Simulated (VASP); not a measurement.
# V (Ia-3) in VASP: further runs, part 2 of 2

VASP 6.6.1. Earlier steps stand in the parts before.

### 3 Single point, PBE, collinear spin, ferromagnetic start

The input, INCAR:

```
  PREC = Accurate
  ENCUT = 520
  EDIFF = 1E-6
  ISMEAR = 0
  SIGMA = 0.1
  LREAL = False
  LASPH = True
  NELM = 150
  ALGO = Normal
  ISIF = 2
  LWAVE = False
  LCHARG = True
  ISPIN = 2
  MAGMOM = 2 2 2 2 2 2 2 2
  LORBIT = 11
  LMAXMIX = 4
  GGA = PE
  LELF = True
  LVHAR = True
  NBANDS = 66
```

The input, KPOINTS:

```
regular mesh
0
Gamma
  4 4 4
```

The input, POSCAR:

```
V
1.0
   -3.1298004988      3.1298004988      3.1298004988
    3.1298004988     -3.1298004988      3.1298004988
    3.1298004988      3.1298004988     -3.1298004988
V
8
Direct
    0.2060000000      0.2060000000      0.2060000000
    0.5000000000      0.0000000000      0.2940000000
    0.2940000000      0.5000000000      0.0000000000
    0.0000000000      0.2940000000      0.5000000000
    0.7940000000      0.7940000000      0.7940000000
    0.5000000000      0.0000000000      0.7060000000
    0.7060000000      0.5000000000      0.0000000000
    0.0000000000      0.7060000000      0.5000000000
```

Potentials or basis: VASP PAW PBE potentials, release 64 (V_sv).

Run with:

```
$ cat potpaw_PBE.64/V_sv/POTCAR > POTCAR
$ mpirun -np 1 vasp_std > vasp.out
```

OUTCAR:

```text
PREC = Accurate
   ENCUT = 520
   EDIFF = 1E-6
   ISMEAR = 0
   LREAL = False
   LASPH = True
   NELM = 150
   ISIF = 2
   ISPIN = 2
   LORBIT = 11
   GGA = PE

 ion  position               nearest neighbor table
   1  0.206  0.206  0.206-   5 2.23   3 2.25   4 2.25   2 2.25
   2  0.500  0.000  0.294-   6 2.23   4 2.25   1 2.25   3 2.25
   3  0.294  0.500  0.000-   7 2.23   2 2.25   1 2.25   4 2.25
   4  0.000  0.294  0.500-   8 2.23   3 2.25   1 2.25   2 2.25
   5  0.794  0.794  0.794-   1 2.23   6 2.25   7 2.25   8 2.25
   6  0.500  0.000  0.706-   2 2.23   5 2.25   7 2.25   8 2.25
   7  0.706  0.500  0.000-   3 2.23   5 2.25   8 2.25   6 2.25
   8  0.000  0.706  0.500-   4 2.23   5 2.25   6 2.25   7 2.25

  LATTYP: Found a body centered cubic cell.
 ALAT       =     6.2596009976

  Lattice vectors:

 A1 = (  -3.1298004988,   3.1298004988,   3.1298004988)
 A2 = (   3.1298004988,  -3.1298004988,   3.1298004988)
 A3 = (   3.1298004988,   3.1298004988,  -3.1298004988)

Analysis of symmetry for initial positions (statically):
=====================================================================
 Subroutine PRICEL returns:
 Original cell was already a primitive cell.

 Routine SETGRP: Setting up the symmetry group for a
 body centered cubic supercell.

 Subroutine GETGRP returns: Found 24 space group operations
 (whereof  6 operations were pure point group operations)
 out of a pool of 48 trial point group operations.

The static configuration has the point symmetry S_6 .
 The point group associated with its full space group is T_h .

Analysis of symmetry for dynamics (positions and initial velocities):
=====================================================================
 Subroutine PRICEL returns:
 Original cell was already a primitive cell.

 Routine SETGRP: Setting up the symmetry group for a
 body centered cubic supercell.

 Subroutine GETGRP returns: Found 24 space group operations
 (whereof  6 operations were pure point group operations)
 out of a pool of 48 trial point group operations.

The dynamic configuration has the point symmetry S_6 .
 The point group associated with its full space group is T_h .

Analysis of structural, dynamic, and magnetic symmetry:
=====================================================================
 Subroutine PRICEL returns:
 Original cell was already a primitive cell.

 Routine SETGRP: Setting up the symmetry group for a
 body centered cubic supercell.

 Subroutine GETGRP returns: Found 24 space group operations
 (whereof  6 operations were pure point group operations)
 out of a pool of 48 trial point group operations.

The overall configuration has the point symmetry S_6 .
 The point group associated with its full space group is T_h .

 Subroutine INISYM returns: Found 24 space group operations
 (whereof  6 operations are pure point group operations),
 and found     1 'primitive' translations

----------------------------------------------------------------------------------------

                                     Primitive cell

  volume of cell :     122.6337

  direct lattice vectors                    reciprocal lattice vectors
    -3.129800499  3.129800499  3.129800499     0.000000000  0.159754591  0.159754591
[... 94 lines left out ...]
   EMIN   =  10.00;   EMAX   =-10.00  energy-range for DOS
   EFERMI =   0.00;   METHOD = LEGACY
   ISMEAR =     0;   SIGMA  =   0.10  broadening in eV -4-tet -1-fermi 0-gaus
   EFERMI_NEDOS =   21; number of points for ismear=-14 and -15
   IALGO  =     38    algorithm
   IMIX   =      4    mixing-type and parameters
     AMIX     =   0.40;   BMIX     =  1.00
     AMIX_MAG =   1.60;   BMIX_MAG =  1.00
  volume/ion in A,a.u.               =      15.33       103.45
  Fermi-wavevector in a.u.,A,eV,Ry     =   1.549587  2.928295 32.670579  2.401220
  Thomas-Fermi vector in A             =   2.654373
   LORBIT       =     11    0 simple, 1 ext, 2 COOP (PROOUT), +10 PAW based schemes
   GGA     = PE    functional components
   LHFCALC =     F    Hartree Fock is set to
   AEXX    =    0.0000 exact exchange contribution
   IVDW    =     0    specifies the selected vdW correction
   LEPSILON=     F    determine dielectric tensor
   LRPA    =     F    only Hartree local field effects (RPA)
 spin polarized calculation
 Gauss-broadening in eV      SIGMA  =   0.10
  energy-cutoff  :      520.00
  volume of cell :      122.63
 maximum number of plane-waves:      3352
   NGX = 21   NGY = 21   NGZ = 21

 number of electron     104.0000001 magnetization      -0.1880015

 number of electron     104.0000001 magnetization       0.0013816

 Free energy of the ion-electron system (eV)
  ---------------------------------------------------
  ext. energy  EPLUGINS =         0.00000000
  ---------------------------------------------------
  free energy    TOTEN  =       -58.24798206 eV

  energy without entropy =      -58.19316341  energy(sigma->0) =      -58.22057273

 E-fermi :   8.3642     XC(G=0): -11.9620

 val. band max:        8.3425652860   @ k =   0.2500   0.2500   0.2500
 cond. band min:       8.3866521436   @ k =   0.5000   0.5000   0.2500
 fundamental gap:      0.0440868577
 Fermi energy:         8.3642257286

 spin component 1

 k-point     1 :       0.0000    0.0000    0.0000
  band No.  band energies     occupation
      1     -55.4954      1.00000
      2     -55.2817      1.00000
      3     -55.1174      1.00000
      4     -55.1174      1.00000
      5     -55.1174      1.00000
      6     -54.9141      1.00000
[... 525 lines left out ...]
     63      10.1448      0.00000
     64      10.1448      0.00000
 Fermi energy:         8.3642257286

 spin component 2

 k-point     1 :       0.0000    0.0000    0.0000
  band No.  band energies     occupation
      1     -55.4953      1.00000
      2     -55.2816      1.00000
      3     -55.1172      1.00000
      4     -55.1172      1.00000
      5     -55.1172      1.00000
      6     -54.9140      1.00000
[... 525 lines left out ...]
     63      10.1449      0.00000
     64      10.1449      0.00000
 [bands above 64 left out]

------------------------ aborting loop because EDIFF is reached ----------------------------------------

  FORCE on cell =-STRESS in cart. coord.  units (eV):
  Direction    XX          YY          ZZ          XY          YZ          ZX
  --------------------------------------------------------------------------------------
  -------------------------------------------------------------------------------------
  Total        5.9621446      5.9621446      5.9621446      0.0000000      0.0000000      0.0000000
  in kB       77.8938429     77.8938429     77.8938429      0.0000000      0.0000000      0.0000000
  external PRESSURE =      77.8938429 kB  Pullay stress =       0.0000000 kB

 VOLUME and BASIS-vectors are now :
 -----------------------------------------------------------------------------
  energy-cutoff  :      520.00
  volume of cell :      122.63
      direct lattice vectors                 reciprocal lattice vectors
    -3.129800499  3.129800499  3.129800499     0.000000000  0.159754591  0.159754591
     3.129800499 -3.129800499  3.129800499     0.159754591  0.000000000  0.159754591
     3.129800499  3.129800499 -3.129800499     0.159754591  0.159754591  0.000000000

 POSITION                                       TOTAL-FORCE (eV/Angst)
 -----------------------------------------------------------------------------------
      0.64474      0.64474      0.64474         1.477844      1.477844      1.477844
     -0.64474      2.48506      0.64474        -1.477844     -1.477844      1.477844
      0.64474     -0.64474      2.48506         1.477844     -1.477844     -1.477844
      2.48506      0.64474     -0.64474        -1.477844      1.477844     -1.477844
      2.48506      2.48506      2.48506        -1.477844     -1.477844     -1.477844
      0.64474      3.77454     -0.64474         1.477844      1.477844     -1.477844
     -0.64474      0.64474      3.77454        -1.477844      1.477844      1.477844
      3.77454     -0.64474      0.64474         1.477844     -1.477844      1.477844
 -----------------------------------------------------------------------------------
    total drift:                                0.000000      0.000000     -0.000000

  FREE ENERGIE OF THE ION-ELECTRON SYSTEM (eV)
  ---------------------------------------------------
  free  energy   TOTEN  =       -58.2479820557 eV

  energy  without entropy=      -58.1931634081  energy(sigma->0) =      -58.22057273

 total charge

# of ion       s       p       d       tot
------------------------------------------
    1        2.347   6.132   3.415  11.894
    2        2.347   6.132   3.415  11.894
    3        2.347   6.132   3.415  11.894
    4        2.347   6.132   3.415  11.894
    5        2.347   6.132   3.415  11.894
    6        2.347   6.132   3.415  11.894
    7        2.347   6.132   3.415  11.894
    8        2.347   6.132   3.415  11.894
--------------------------------------------------
tot         18.778  49.058  27.318  95.153

 magnetization (x)

# of ion       s       p       d       tot
------------------------------------------
    1        0.000   0.000   0.000   0.000
    2        0.000   0.000   0.000   0.000
    3        0.000   0.000   0.000   0.000
    4        0.000   0.000   0.000   0.000
    5        0.000   0.000   0.000   0.000
    6        0.000   0.000   0.000   0.000
    7        0.000   0.000   0.000   0.000
    8        0.000   0.000   0.000   0.000
--------------------------------------------------
tot          0.000   0.000   0.001   0.001
```

It took 6.2 min on 1 thread of Intel Xeon 8259CL, shared host; peak memory 0.32 GiB.

What came out:

- Free energy: -58.2480 eV
- Pressure: 7.8 GPa
- Largest force: 2.560 eV/Å
- Band gap on the k mesh: zero (filled and empty bands overlap)
- Net moment: 0.00 μB per cell
- Valence electrons inside the program's atomic spheres: V 11.89

Forces on the atoms (eV/Å):
```
V    1.478  1.478  1.478
V   -1.478 -1.478  1.478
V    1.478 -1.478 -1.478
V   -1.478  1.478 -1.478
V   -1.478 -1.478 -1.478
V    1.478  1.478 -1.478
V   -1.478  1.478  1.478
V    1.478 -1.478  1.478
```

Caveat: the cell stands under pressure; forces of over 1 eV/Å act on the atoms, so gaps and moduli don't describe the material at rest.
